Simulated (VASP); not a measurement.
# BaTiO3 (Pm-3m) in VASP: notebook, part 2 of 2

VASP 6.6.1. The steps go on from the part before.

## 4. Relaxation of cell and atoms, PBEsol

The input, INCAR:

```
SYSTEM = BaTiO3
  PREC = Accurate
  ENCUT = 600
  EDIFF = 1E-6
  ISMEAR = -1
  SIGMA = 0.05
  LREAL = .FALSE.
  LASPH = .TRUE.
  NELM = 80
  ALGO = Normal
  ISIF = 3
  LWAVE = .FALSE.
  LCHARG = .FALSE.
  GGA = PS
  IBRION = 2
  NSW = 60
  EDIFFG = -0.01
```

The input, KPOINTS:

```
Automatic mesh
0
G
  7 7 7
  0 0 0
```

The input, POSCAR:

```
BaTiO3
1.0
    4.0060000000      0.0000000000      0.0000000000
    0.0000000000      4.0060000000      0.0000000000
    0.0000000000      0.0000000000      4.0060000000
Ba Ti O
1 1 3
Direct
    0.5000000000      0.5000000000      0.5000000000
    0.0000000000      0.0000000000      0.0000000000
    0.0000000000      0.0000000000      0.5000000000
    0.0000000000      0.5000000000      0.0000000000
    0.5000000000      0.0000000000      0.0000000000
```

Potentials or basis: VASP PAW PBE potentials, release 64 (Ba_sv, Ti_sv, O).

The run is started by

```bash
$ cat potpaw_PBE.64/Ba_sv/POTCAR potpaw_PBE.64/Ti_sv/POTCAR potpaw_PBE.64/O/POTCAR > POTCAR
$ mpirun -np 1 vasp_std > vasp.out
```

OUTCAR:

```text
SYSTEM = BaTiO3
   PREC = Accurate
   ENCUT = 600
   EDIFF = 1E-6
   ISMEAR = -1
   LREAL = .FALSE.
   LASPH = .TRUE.
   NELM = 80
   ISIF = 3
   GGA = PS
   IBRION = 2
   NSW = 60
   EDIFFG = -0.01

 ion  position               nearest neighbor table
   1  0.500  0.500  0.500-   3 2.83   4 2.83   5 2.83   4 2.83   5 2.83   3 2.83   5 2.83   5 2.83
                             3 2.83   4 2.83   4 2.83   3 2.83   2 3.47   2 3.47   2 3.47   2 3.47
   2  0.000  0.000  0.000-   3 2.00   4 2.00   5 2.00   3 2.00   4 2.00   5 2.00   1 3.47   1 3.47
                             1 3.47   1 3.47   1 3.47   1 3.47   1 3.47   1 3.47
   3  0.000  0.000  0.500-   2 2.00   2 2.00   1 2.83   1 2.83   1 2.83   1 2.83
   4  0.000  0.500  0.000-   2 2.00   2 2.00   1 2.83   1 2.83   1 2.83   1 2.83
   5  0.500  0.000  0.000-   2 2.00   2 2.00   1 2.83   1 2.83   1 2.83   1 2.83

  LATTYP: Found a simple cubic cell.
 ALAT       =     4.0060000000

  Lattice vectors:

 A1 = (   4.0060000000,   0.0000000000,   0.0000000000)
 A2 = (   0.0000000000,   4.0060000000,   0.0000000000)
 A3 = (   0.0000000000,   0.0000000000,   4.0060000000)

Analysis of symmetry for initial positions (statically):
=====================================================================
[... 164 lines left out ...]

 number of electron      39.9999998 magnetization

 Free energy of the ion-electron system (eV)
  ---------------------------------------------------
  ext. energy  EPLUGINS =         0.00000000
  ---------------------------------------------------
  free energy    TOTEN  =       -41.97896119 eV

  energy without entropy =      -41.97896119  energy(sigma->0) =      -41.97896119

------------------------ aborting loop because EDIFF is reached ----------------------------------------

  FORCE on cell =-STRESS in cart. coord.  units (eV):
  Direction    XX          YY          ZZ          XY          YZ          ZX
  --------------------------------------------------------------------------------------
  -------------------------------------------------------------------------------------
  Total       -1.1815630     -1.1815630     -1.1815630     -0.0000000      0.0000000     -0.0000000
  in kB      -29.4465649    -29.4465649    -29.4465649     -0.0000000      0.0000000     -0.0000000
  external PRESSURE =     -29.4465649 kB  Pullay stress =       0.0000000 kB
[... 65 lines left out ...]
--------------------------------------- Ionic step        3  -------------------------------------------

 number of electron      39.9999986 magnetization

 Free energy of the ion-electron system (eV)
  ---------------------------------------------------
  ext. energy  EPLUGINS =         0.00000000
  ---------------------------------------------------
  free energy    TOTEN  =       -41.98924525 eV

  energy without entropy =      -41.98924525  energy(sigma->0) =      -41.98924525

 E-fermi :   4.6673     XC(G=0): -11.5944

 val. band max:        3.7396184339   @ k =   0.4286   0.4286   0.4286
 cond. band min:       5.5300990443   @ k =   0.0000   0.0000   0.0000
 fundamental gap:      1.7904806104
 Fermi energy:         4.6673069770

 k-point     1 :       0.0000    0.0000    0.0000
  band No.  band energies     occupation
      1     -52.5053      2.00000
      2     -28.8379      2.00000
      3     -28.8379      2.00000
      4     -28.8379      2.00000
      5     -20.9232      2.00000
      6     -13.0459      2.00000
[... 561 lines left out ...]
  FREE ENERGIE OF THE ION-ELECTRON SYSTEM (eV)
  ---------------------------------------------------
  free  energy   TOTEN  =       -41.9892452549 eV

  energy  without entropy=      -41.9892452522  energy(sigma->0) =      -41.98924525

 reached required accuracy - stopping structural energy minimisation
```

Run time: 67 s. Hardware: 1 thread of AMD EPYC 9R45 (Zen 5), shared host; peak memory 0.17 GiB.

Results:

```
Free energy                            : -41.9892 eV
Relaxed volume                         : 12.64 Å³/atom
Relaxed cell                           : a = 3.983 Å, b = 3.983 Å, c = 3.983 Å, α = 90.00°, β = 90.00°, γ = 90.00°
Space group after relaxing (to 0.05 Å) : Pm-3m (No. 221)
Energy gained by relaxing              : 2.1 meV/atom
Ionic steps                            : 3
Pressure after relaxing                : 0.0 GPa
Band gap on the k mesh                 : 1.79 eV, indirect (least direct gap 1.86 eV)
```

The path:
| step | energy change (eV) | largest force (eV/Å) | pressure (GPa) | volume (Å³) |
| --- | --- | --- | --- | --- |
| 1 | 0.0000 | 0.0000 | -2.94 | 64.29 |
| 2 | 0.0002 | 0.0000 | 3.18 | 62.11 |
| 3 | -0.0103 | 0.0000 | -0.01 | 63.19 |

Final structure:
```
Ba Ti O
1.0
     3.98311    0.00000    0.00000
     0.00000    3.98311    0.00000
     0.00000    0.00000    3.98311
Ba Ti O
1 1 3
Cartesian
  1.9916 1.9916 1.9916
  0.0000 0.0000 0.0000
  0.0000 0.0000 1.9916
  0.0000 1.9916 0.0000
  1.9916 0.0000 0.0000
```

Caveat: the PAW data sets were made with another functional, which shifts forces and pressure a little; spin-orbit coupling is left out, which moves the levels of the heavy elements.

## 5. Relaxation of cell and atoms, PBEsol, target pressure 2 GPa, at which the enthalpy is minimised

The input, INCAR:

```
SYSTEM = BaTiO3
  PREC = Accurate
  ENCUT = 600
  EDIFF = 1E-6
  ISMEAR = -1
  SIGMA = 0.05
  LREAL = .False.
  LASPH = .True.
  NELM = 80
  ALGO = Normal
  ISIF = 3
  LWAVE = .False.
  LCHARG = .False.
  GGA = PS
  IBRION = 2
  NSW = 60
  EDIFFG = -0.01
  PSTRESS = 20.0
```

The input, KPOINTS:

```
regular mesh
0
Gamma
  7 7 7
  0 0 0
```

POSCAR is that of step 4.

The run is started by

```bash
$ cat potpaw_PBE.64/Ba_sv/POTCAR potpaw_PBE.64/Ti_sv/POTCAR potpaw_PBE.64/O/POTCAR > POTCAR
$ mpirun -np 1 vasp_std > vasp.out
```

It took 70 s on 1 thread of AMD EPYC 9R45 (Zen 5), shared host; peak memory 0.18 GiB.

The run converged. Its results:

* Free energy: -41.9851 eV
* Relaxed volume: 12.50 Å³/atom
* Relaxed cell: a = 3.969 Å, b = 3.969 Å, c = 3.969 Å, α = 90.00°, β = 90.00°, γ = 90.00°
* Space group after relaxing (to 0.05 Å): Pm-3m (No. 221)
* Energy change on relaxing (the enthalpy is what falls): -1.2 meV/atom
* Ionic steps: 3
* Pressure after relaxing: 2.0 GPa
* Band gap on the k mesh: 1.81 eV, indirect (least direct gap 1.87 eV)

The path:
```csv
step,energy change (eV),largest force (eV/Å),pressure (GPa),volume (Å³)
1,0.0000,0.0000,-2.94,64.29
2,0.0502,0.0000,7.97,60.67
3,-0.0062,0.0000,1.98,62.51
```

Final structure:
```xyz
5
Lattice="3.9687 0.0000 0.0000 0.0000 3.9687 0.0000 0.0000 0.0000 3.9687" Properties=species:S:1:pos:R:3 pbc="T T T"
Ba    1.9844    1.9844    1.9844
Ti    0.0000    0.0000    0.0000
O     0.0000    0.0000    1.9844
O     0.0000    1.9844    0.0000
O     1.9844    0.0000    0.0000
```

Levels at points of the mesh, in eV from the valence-band top:
```
           k point  band 17  band 18  band 19  band 20  band 21  band 22  band 23  band 24
(0.00, 0.00, 0.00)    -1.09    -0.05    -0.05    -0.05     1.81     1.81     1.81     4.18
```

Caveat: the cell is relaxed towards a set pressure, so the enthalpy falls and the energy may rise; the PAW data sets were made with another functional, which shifts forces and pressure a little; spin-orbit coupling is left out, which moves the levels of the heavy elements.

## 6. Relaxation of cell and atoms, PBEsol, target pressure 5 GPa, at which the enthalpy is minimised

The input, INCAR:

```
SYSTEM = BaTiO3
PREC = Accurate
ENCUT = 600
EDIFF = 1E-6
ISMEAR = -1
SIGMA = 0.05
LREAL = .FALSE.
LASPH = .TRUE.
NELM = 80
ALGO = Normal
ISIF = 3
LWAVE = .FALSE.
LCHARG = .FALSE.
GGA = PS
IBRION = 2
NSW = 60
EDIFFG = -0.01
PSTRESS = 50.0
```

The input, KPOINTS:

```
regular mesh
0
G
  7 7 7
  0 0 0
```

POSCAR is that of step 5.

Potentials or basis: VASP PAW PBE potentials, release 64 (Ba_sv, Ti_sv, O).

The run is started by

```bash
$ cat potpaw_PBE.64/Ba_sv/POTCAR potpaw_PBE.64/Ti_sv/POTCAR potpaw_PBE.64/O/POTCAR > POTCAR
$ mpirun -np 1 vasp_std > vasp.out
```

Run time: 36 s. Hardware: 1 thread of Intel Xeon 6975P-C (Granite Rapids), shared host; peak memory 0.21 GiB.

It converged, with:

```yaml
Free_energy: -41.9651 eV
Relaxed_volume: 12.31 Å³/atom
Relaxed_cell: a = 3.949 Å, b = 3.949 Å, c = 3.949 Å, α = 90.00°, β = 90.00°, γ = 90.00°
Space_group_after_relaxing_to_0.05_Å: Pm-3m (No. 221)
Energy_change_on_relaxing_the_enthalpy_is_what_falls: +2.8 meV/atom
Ionic_steps: 3
Pressure_after_relaxing: 4.9 GPa
Band_gap_on_the_k_mesh: 1.84 eV, indirect (least direct gap 1.88 eV)
```

Step by step:
```csv
step,energy change (eV),largest force (eV/Å),pressure (GPa),volume (Å³)
1,0.0000,0.0000,-2.94,64.29
2,0.2093,0.0000,16.22,58.54
3,0.0139,0.0000,4.91,61.57
```

Final structure:
```xyz
5
Lattice="3.9488 0.0000 0.0000 0.0000 3.9488 0.0000 0.0000 0.0000 3.9488" Properties=species:S:1:pos:R:3 pbc="T T T"
Ba    1.9744    1.9744    1.9744
Ti    0.0000    0.0000    0.0000
O     0.0000    0.0000    1.9744
O     0.0000    1.9744    0.0000
O     1.9744    0.0000    0.0000
```

Levels at points of the mesh, in eV from the valence-band top:
```
           k point  band 18  band 19  band 20  band 21  band 22  band 23
(0.00, 0.00, 0.00)    -0.04    -0.04    -0.04     1.84     1.84     1.84
```

Caveat: the cell is relaxed towards a set pressure, so the enthalpy falls and the energy may rise; the PAW data sets were made with another functional, which shifts forces and pressure a little; spin-orbit coupling is left out, which moves the levels of the heavy elements. A k mesh can miss the band edges.

## 7. Summary

| task | level | U | cell | cutoff (eV) | gap on the mesh (eV) | pressure (GPa) |
| --- | --- | --- | --- | --- | --- | --- |
| single point | PBEsol+U | Ti d U = 5.0 eV | as given | 520 | 2.35 | 1.2 |
| single point | PBEsol+U | Ti d U = 6.0 eV | as given | 520 | 2.48 | 2.1 |
| relaxation of cell and atoms | PBEsol | - | relaxed | 600 | 1.79 | 0.0 |
| relaxation of cell and atoms | PBEsol | - | relaxed to 2 GPa | 600 | 1.81 | 2.0 |
| relaxation of cell and atoms | PBEsol | - | relaxed to 5 GPa | 600 | 1.84 | 4.9 |

Alike in all rows: potentials or basis VASP PAW PBE potentials, release 64 (Ba_sv, Ti_sv, O); no spin polarisation; k mesh 7 × 7 × 7; smearing fermi-dirac 0.05 eV.

Caveats: the PAW data sets were made with another functional, which shifts forces and pressure a little; spin-orbit coupling is left out, which moves the levels of the heavy elements; the cell is relaxed towards a set pressure, so the enthalpy falls and the energy may rise (some runs).

Total energies depend on the potentials used, so only differences within one code and one set of settings carry meaning.
